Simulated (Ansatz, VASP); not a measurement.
**One calculation of Nb, two programs**

```
Nb
1.0
    -1.68560    1.68560    1.68560
     1.68560   -1.68560    1.68560
     1.68560    1.68560   -1.68560
Nb
1
Direct
  0.00000 0.00000 0.00000
```

Alike in both runs: task single point; functional LDA; k mesh 22 × 22 × 22; occupations fermi-dirac, width 0.1 eV; no spin polarisation.

```csv
,VASP,Ansatz
version,VASP 6.6.1,Ansatz 0.2.0
potentials or method,"VASP PAW LDA potentials, release 64 (Nb_sv), cutoff 520 eV","plane waves (420 eV) with PAW, scalar-relativistic"
valence electrons in the cell,13,13
```

Ansatz gave:

```
pressure (GPa) : -17.2
```

**Question.** What did VASP give for the same quantities?

**Answer.** Pressure (GPa): -17.3.

Ansatz warns that its potentials were made for another functional, while VASP's fit it. LDA's correlation is that of Perdew and Zunger in VASP and of Perdew and Wang (1992) in Ansatz.
